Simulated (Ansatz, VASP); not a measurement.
**One calculation of Ag, two programs**

The input INCAR:

```
PREC     = Accurate       # precision mode
ENCUT    = 520            # plane-wave cutoff, eV
EDIFF    = 1E-8           # SCF threshold, eV
ISMEAR   = -1             # smearing method
SIGMA    = 0.05           # smearing width, eV
LREAL    = F              # projectors in reciprocal space
LASPH    = T              # aspherical terms in the spheres
NELM     = 60             # most SCF steps
ALGO     = Normal         # electronic algorithm
ISIF     = 2              # what is computed and relaxed
LWAVE    = F              # write WAVECAR
LCHARG   = F              # write CHGCAR
GGA      = PE             # functional
LEFG     = T            
NBANDS   = 12             # bands
```

Contents of KPOINTS:

```
regular mesh
0
Gamma
  15 15 15
```

The input POSCAR:

```
Ag
1.0
    0.0000000000      2.0839620000      2.0431000000
    2.0839620000      0.0000000000      2.0431000000
    2.0839620000      2.0839620000      0.0000000000
Ag
1
Direct
    0.0000000000      0.0000000000      0.0000000000
```

Input for Ansatz:

```yaml
crystal:
  lattice:
    - [0.0, 2.083962, 2.0431]
    - [2.083962, 0.0, 2.0431]
    - [2.083962, 2.083962, 0.0]
  atoms:
    - { symbol: Ag, position: [0.0, 0.0, 0.0] }
kpoints:
  mp_grid: { grid: [15, 15, 15] }
scf:
  occupations: { method: fermi_dirac, width: 0.05 }
hamiltonian:
  xc: pbe
  pseudopotentials: { kind: all_electron, datasets: crystal }
output:
  forces: true
  stress: true
  eigenvalues: true
  efg: { contact_densities: true }
```

Change from the starting cell: equal xx and yy strain of +2 %, crystal datasets.

Alike in both runs: task electric field gradients; functional PBE; k mesh 15 × 15 × 15; occupations fermi-dirac, width 0.05 eV; no spin polarisation.

|  | VASP | Ansatz |
| --- | --- | --- |
| version | VASP 6.6.1 | Ansatz 0.2.0 |
| potentials or method | VASP PAW PBE potentials, release 64 (Ag), cutoff 520 eV | all-electron PAW with datasets made for the crystal, scalar-relativistic |

```tsv
	VASP	Ansatz	Ansatz less VASP
pressure (GPa)	0.3	0.4	+0.10
size of Vzz on the site where it differs most (V/Å²)	1.5	2.1	+0.68
```

Ansatz ran all-electron here, and VASP with PAW potentials.
